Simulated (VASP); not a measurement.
# Gd: single point with PBE

The system is Gd.

```
Gd
1.0
    -2.02500    2.02500    2.02500
     2.02500   -2.02500    2.02500
     2.02500    2.02500   -2.02500
Gd
1
Cartesian
  0.0000 0.0000 0.0000
```

- Program: VASP 6.6.1
- Task: single point
- Functional: PBE
- Potentials or basis: VASP PAW PBE potentials, release 64 (Gd)
- Cutoff: 520 eV
- k mesh: 10 × 10 × 10
- Occupations: fermi-dirac, width 0.1 eV
- Spin: collinear spin, ferromagnetic start
- Starting moments: [7.3] μB
- Dipole correction: no
- Further INCAR settings: ALGO = Normal; EDIFF = 1e-07; NBANDS = 19

```
Pressure                                              : 0.3 GPa
Net moment                                            : 7.60 μB per cell
Site moments                                          : Gd +6.98 μB
Valence electrons inside the program's atomic spheres : Gd 15.21
```

Levels at points of the mesh, in eV from the Fermi level:
Spin up:
```tsv
k point	band 11	band 12	band 13	band 14	band 15	band 16
(0.00, 0.00, 0.00)	-4.70	-4.67	1.31	1.31	1.31	3.54
(0.50, 0.00, 0.00)	-4.68	-2.42	-0.28	1.09	3.43	4.21
(0.50, 0.50, 0.50)	-4.68	-1.90	-1.90	5.48	5.48	5.48
```
Spin down:
| k point | band 1 | band 2 | band 3 | band 4 | band 5 | band 6 | band 7 | band 8 | band 9 | band 10 |
| --- | --- | --- | --- | --- | --- | --- | --- | --- | --- | --- |
| (0.00, 0.00, 0.00) | -42.02 | -19.89 | -19.89 | -19.89 | -4.19 | 0.44 | 0.44 | 0.44 | 0.75 | 0.75 |
| (0.50, 0.00, 0.00) | -41.94 | -20.73 | -20.15 | -19.90 | -1.52 | 0.45 | 0.50 | 0.58 | 0.68 | 0.69 |
| (0.50, 0.50, 0.50) | -41.88 | -20.46 | -20.46 | -20.46 | -1.12 | -1.12 | 0.50 | 0.57 | 0.57 | 0.57 |

Wall time 3.6 min on 1 thread of Intel(R) Xeon(R) Platinum 8488C (Sapphire Rapids), on a shared host, peak memory 0.21 GiB.

Caveat: spin-orbit coupling is left out, which moves the levels of the heavy elements. The state reached can hang on the start; a lower one may exist.
